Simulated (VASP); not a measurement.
# Bi (P6_3/mmc) in VASP: electric field gradients with PBEsol

Aim: the electric field gradients of Bi with PBEsol.

All numbers are computed with VASP 6.6.1; they aren't measurements. Logs are shortened: lines on timing, memory, paths and dates and some standing lists are left out, and cuts for length are marked.

## Step 1: The cell of the first run

It takes space group P6_3/mmc (No. 194, hexagonal). Conventional cell: a = 4.539 Å, b = 4.539 Å, c = 11.829 Å, α = 90.00°, β = 90.00°, γ = 120.00°.

## Step 2: Electric field gradients, PBEsol

INCAR

```
SYSTEM = Bi
PREC = Accurate ; ENCUT = 520
EDIFF = 1E-8 ; ISMEAR = -1
SIGMA = 0.08 ; LREAL = .FALSE.
LASPH = .TRUE. ; NELM = 80
ALGO = Normal ; ISIF = 2
LWAVE = .FALSE. ; LCHARG = .FALSE.
GGA = PS ; LEFG = .TRUE.
NBANDS = 22
```

KPOINTS

```
Automatic mesh
0
G
  9 9 3
  0 0 0
```

POSCAR

```
Bi
1.0
    4.5390002997      0.0000000000      0.0000000000
   -2.2695001499      3.9308895674      0.0000000000
    0.0000000000      0.0000000000     11.8290000000
Bi
2
Direct
    0.3333333333      0.6666666667      0.2500000000
    0.6666666667      0.3333333333      0.7500000000
```

Potentials or basis: VASP PAW PBE potentials, release 64 (Bi_d).

Started as:

```console
$ cat potpaw_PBE.64/Bi_d/POTCAR > POTCAR
$ mpirun -np 1 vasp_std > vasp.out
```

OUTCAR:

```text
SYSTEM = Bi
   PREC = Accurate
   ENCUT = 520
   EDIFF = 1E-8
   ISMEAR = -1
   LREAL = .FALSE.
   LASPH = .TRUE.
   NELM = 80
   ISIF = 2
   GGA = PS

 ion  position               nearest neighbor table
   1  0.333  0.667  0.250-
   2  0.667  0.333  0.750-

  LATTYP: Found a hexagonal cell.
 ALAT       =     4.5390002997
 C/A-ratio  =     2.6060804624

  Lattice vectors:

 A1 = (   4.5390002997,   0.0000000000,   0.0000000000)
 A2 = (  -2.2695001499,   3.9308895674,   0.0000000000)
 A3 = (   0.0000000000,   0.0000000000,  11.8290000000)

Analysis of symmetry for initial positions (statically):
=====================================================================
 Subroutine PRICEL returns:
 Original cell was already a primitive cell.

 Routine SETGRP: Setting up the symmetry group for a
 hexagonal supercell.

 Subroutine GETGRP returns: Found 24 space group operations
 (whereof 12 operations were pure point group operations)
 out of a pool of 24 trial point group operations.

The static configuration has the point symmetry D_3d.
 The point group associated with its full space group is D_6h.

Analysis of symmetry for dynamics (positions and initial velocities):
=====================================================================
 Subroutine PRICEL returns:
 Original cell was already a primitive cell.

 Routine SETGRP: Setting up the symmetry group for a
 hexagonal supercell.

 Subroutine GETGRP returns: Found 24 space group operations
 (whereof 12 operations were pure point group operations)
 out of a pool of 24 trial point group operations.

The dynamic configuration has the point symmetry D_3d.
 The point group associated with its full space group is D_6h.

 Subroutine INISYM returns: Found 24 space group operations
 (whereof 12 operations are pure point group operations),
 and found     1 'primitive' translations

----------------------------------------------------------------------------------------

                                     Primitive cell

  volume of cell :     211.0567

  direct lattice vectors                    reciprocal lattice vectors
     4.539000300  0.000000000  0.000000000     0.220312830  0.127197672  0.000000000
    -2.269500150  3.930889567  0.000000000     0.000000000  0.254395343  0.000000000
     0.000000000  0.000000000 11.829000000     0.000000000  0.000000000  0.084538000

  length of vectors
     4.539000300  4.539000300 11.829000000     0.254395343  0.254395343  0.084538000

  position of ions in fractional coordinates (direct lattice)
     0.333333333  0.666666667  0.250000000
     0.666666667  0.333333333  0.750000000

  ion indices of the primitive-cell ions
   primitive index   ion index
                 1           1
                 2           2

----------------------------------------------------------------------------------------

 KPOINTS: Automatic mesh

Automatic generation of k-mesh.
 Grid dimensions read from file:
 generate k-points for:    9    9    3

 Generating k-lattice:

  Cartesian coordinates                     Fractional coordinates (reciprocal lattice)
     0.024479203  0.014133075  0.000000000     0.111111111 -0.000000000  0.000000000
     0.000000000  0.028266149  0.000000000     0.000000000  0.111111111  0.000000000
     0.000000000  0.000000000  0.028179333     0.000000000  0.000000000  0.333333333

  Length of vectors
     0.028266149  0.028266149  0.028179333

  Shift w.r.t. Gamma in fractional coordinates (k-lattice)
     0.000000000  0.000000000  0.000000000

 Subroutine IBZKPT returns following result:
 ===========================================

 Found     24 irreducible k-points:

 Following reciprocal coordinates:
            Coordinates               Weight
  0.000000  0.000000  0.000000      1.000000
  0.111111  0.000000  0.000000      6.000000
  0.222222  0.000000  0.000000      6.000000
  0.333333  0.000000  0.000000      6.000000
  0.444444  0.000000  0.000000      6.000000
  0.111111  0.111111  0.000000      6.000000
[... 16 lines left out ...]
  0.333333  0.222222  0.333333     24.000000
  0.333333  0.333333  0.333333      4.000000
   k-points           NKPTS =     24   k-points in BZ     NKDIM =     24   number of bands    NBANDS=     22
   number of dos      NEDOS =    301   number of ions     NIONS =      2
   total plane-waves  NPLWV = 116640
   dimension x,y,z NGX =    36 NGY =   36 NGZ =   90
   dimension x,y,z NGXF=    72 NGYF=   72 NGZF=  180
   ions per type =               2
   NGX,Y,Z   is equivalent  to a cutoff of  13.19, 13.19, 12.65 a.u.
   NGXF,Y,Z  is equivalent  to a cutoff of  26.37, 26.37, 25.30 a.u.
 SYSTEM =  Bi
   PREC   = accura    normal or accurate (medium, high low for compatibility)
   ISTART =      0    job   : 0-new  1-cont  2-samecut
   ICHARG =      2    charge: 1-file 2-atom 10-const
   ISPIN  =      1    spin polarized calculation?
   LNONCOLLINEAR =      F non collinear calculations
   LSORBIT =      F    spin-orbit coupling
   LASPH  =      T    aspherical Exc in radial PAW
   ENCUT  =  520.0 eV  38.22 Ry    6.18 a.u.   8.44  8.44 21.99*2*pi/ulx,y,z
   NELM   =     80;   NELMIN=  2; NELMDL= -5     # of ELM steps
   EDIFF  = 0.1E-07   stopping-criterion for ELM
   LREAL  =      F    real-space projection
   EDIFFG = 0.1E-06   stopping-criterion for IOM
   NSW    =      0    number of steps for IOM
   IBRION =     -1    ionic relax: 0-MD 1-quasi-New 2-CG
   NFREE  =      0    steps in history (QN), initial steepest desc. (CG)
   ISIF   =      2    stress and relaxation
   ISYM   =      2    0-nonsym 1-usesym 2-fastsym
   POTIM  = 0.5000    time-step for ionic-motion
   TEBEG  =    0.0;   TEEND  =   0.0 temperature during run
   PSTRESS=    0.0 pullay stress
   NELECT =      30.0000    total number of electrons
   NUPDOWN=      -1.0000    fix difference up-down
   EMIN   =  10.00;   EMAX   =-10.00  energy-range for DOS
   EFERMI =   0.00;   METHOD = LEGACY
   ISMEAR =    -1;   SIGMA  =   0.08  broadening in eV -4-tet -1-fermi 0-gaus
   EFERMI_NEDOS =   21; number of points for ismear=-14 and -15
   IALGO  =     38    algorithm
   IMIX   =      4    mixing-type and parameters
     AMIX     =   0.40;   BMIX     =  1.00
     AMIX_MAG =   1.60;   BMIX_MAG =  1.00
  volume/ion in A,a.u.               =     105.53       712.14
  Fermi-wavevector in a.u.,A,eV,Ry     =   0.854376  1.614536  9.931679  0.729958
  Thomas-Fermi vector in A             =   1.970962
   LORBIT       =      0    0 simple, 1 ext, 2 COOP (PROOUT), +10 PAW based schemes
   GGA     = PS    functional components
   LHFCALC =     F    Hartree Fock is set to
   AEXX    =    0.0000 exact exchange contribution
   IVDW    =     0    specifies the selected vdW correction
   LEPSILON=     F    determine dielectric tensor
   LRPA    =     F    only Hartree local field effects (RPA)
 non-spin polarized calculation
  energy-cutoff  :      520.00
  volume of cell :      211.06
 maximum number of plane-waves:      5785
 NGX is ok and might be reduce to    36
   NGX = 17   NGY = 17   NGZ = 43

 number of electron      29.9999990 magnetization

 Free energy of the ion-electron system (eV)
  ---------------------------------------------------
  ext. energy  EPLUGINS =         0.00000000
  ---------------------------------------------------
  free energy    TOTEN  =        -3.44616175 eV

  energy without entropy =       -3.29225875  energy(sigma->0) =       -3.36921025

 E-fermi :  -1.1443     XC(G=0):  -5.4203

 val. band max:       -1.1633831703   @ k =   0.2222   0.2222   0.3333
 cond. band min:      -1.1377230073   @ k =   0.3333   0.0000   0.3333
 fundamental gap:      0.0256601630
 Fermi energy:        -1.1443258989

 k-point     1 :       0.0000    0.0000    0.0000
  band No.  band energies     occupation
      1     -23.9177      2.00000
      2     -23.9177      2.00000
      3     -23.9177      2.00000
      4     -23.9177      2.00000
      5     -23.9068      2.00000
      6     -23.9068      2.00000
[... 14 lines left out ...]
     21       4.5198      0.00000
     22       4.7320      0.00000

 k-point     2 :       0.1111    0.0000    0.0000
  band No.  band energies     occupation
      1     -23.9177      2.00000
      2     -23.9177      2.00000
      3     -23.9168      2.00000
      4     -23.9168      2.00000
      5     -23.9070      2.00000
      6     -23.9070      2.00000
[... 542 lines left out ...]
 k-point    24 :       0.3333    0.3333    0.3333
  band No.  band energies     occupation
      1     -23.9135      2.00000
      2     -23.9135      2.00000
      3     -23.9135      2.00000
      4     -23.9135      2.00000
      5     -23.9085      2.00000
      6     -23.9085      2.00000
[... 14 lines left out ...]
     21       4.4213      0.00000
     22       4.9238      0.00000

------------------------ aborting loop because EDIFF is reached ----------------------------------------

  FORCE on cell =-STRESS in cart. coord.  units (eV):
  Direction    XX          YY          ZZ          XY          YZ          ZX
  --------------------------------------------------------------------------------------
  -------------------------------------------------------------------------------------
  Total       -6.5966038     -6.5966038     -0.5089393      0.0000000      0.0000000      0.0000000
  in kB      -50.0762612    -50.0762612     -3.8634697      0.0000000      0.0000000      0.0000000
  external PRESSURE =     -34.6719973 kB  Pullay stress =       0.0000000 kB

 VOLUME and BASIS-vectors are now :
 -----------------------------------------------------------------------------
  energy-cutoff  :      520.00
  volume of cell :      211.06
      direct lattice vectors                 reciprocal lattice vectors
     4.539000300  0.000000000  0.000000000     0.220312830  0.127197672  0.000000000
    -2.269500150  3.930889567  0.000000000     0.000000000  0.254395343  0.000000000
     0.000000000  0.000000000 11.829000000     0.000000000  0.000000000  0.084538000

 POSITION                                       TOTAL-FORCE (eV/Angst)
 -----------------------------------------------------------------------------------
     -0.00000      2.62059      2.95725         0.000000     -0.000000      0.000000
      2.26950      1.31030      8.87175        -0.000000      0.000000      0.000000
 -----------------------------------------------------------------------------------
    total drift:                                0.000000     -0.000000      0.000000

  FREE ENERGIE OF THE ION-ELECTRON SYSTEM (eV)
  ---------------------------------------------------
  free  energy   TOTEN  =        -3.4461617493 eV

  energy  without entropy=       -3.2922587497  energy(sigma->0) =       -3.36921025

 Electric field gradients (V/A^2)
---------------------------------------------------------------------
 ion       V_xx      V_yy      V_zz      V_xy      V_xz      V_yz
---------------------------------------------------------------------
   1     112.724   112.725  -225.449     0.001    -0.000     0.000
   2     112.724   112.725  -225.449     0.001     0.000    -0.000
---------------------------------------------------------------------

 Electric field gradients after diagonalization (V/A^2)
 (convention: |V_zz| > |V_xx| > |V_yy|)
----------------------------------------------------------------------
 ion       V_xx      V_yy      V_zz     asymmetry (V_yy - V_xx)/ V_zz
----------------------------------------------------------------------
   1     112.726   112.723  -225.449       0.000
   2     112.726   112.723  -225.449       0.000
----------------------------------------------------------------------

           NMR quadrupolar parameters

 Cq : quadrupolar parameter    Cq=e*Q*V_zz/h
 eta: asymmetry parameters     (V_yy - V_xx)/ V_zz
 Q  : nuclear electric quadrupole moment in mb (millibarn)
----------------------------------------------------------------------
 ion       Cq(MHz)       eta       Q (mb)
----------------------------------------------------------------------
   1      -0.545       0.000       1.000
   2      -0.545       0.000       1.000
----------------------------------------------------------------------
```

Run time: 2 min. Hardware: 1 thread of Intel Xeon Platinum 8488C (Sapphire Rapids), shared host; peak memory 0.36 GiB.

Results:

```yaml
Free_energy: -3.4462 eV
Pressure: -3.5 GPa
Band_gap_on_the_k_mesh: zero (band 15 reaches 0.27 eV, above the bottom of band 16 at -1.87 eV)
```

Electric field gradients, principal values (V/Å²):
| atom | least | middle | greatest (by size) |
| --- | --- | --- | --- |
| 1 Bi | 112.723 | 112.726 | -225.449 |
| 2 Bi | 112.723 | 112.726 | -225.449 |

Caveat: without QUAD_EFG the Cq values of the log hold for a quadrupole moment of 1 mb, not for the nuclei; the PAW data sets were made with another functional, which shifts forces and pressure a little; spin-orbit coupling is left out, which moves the levels of the heavy elements.
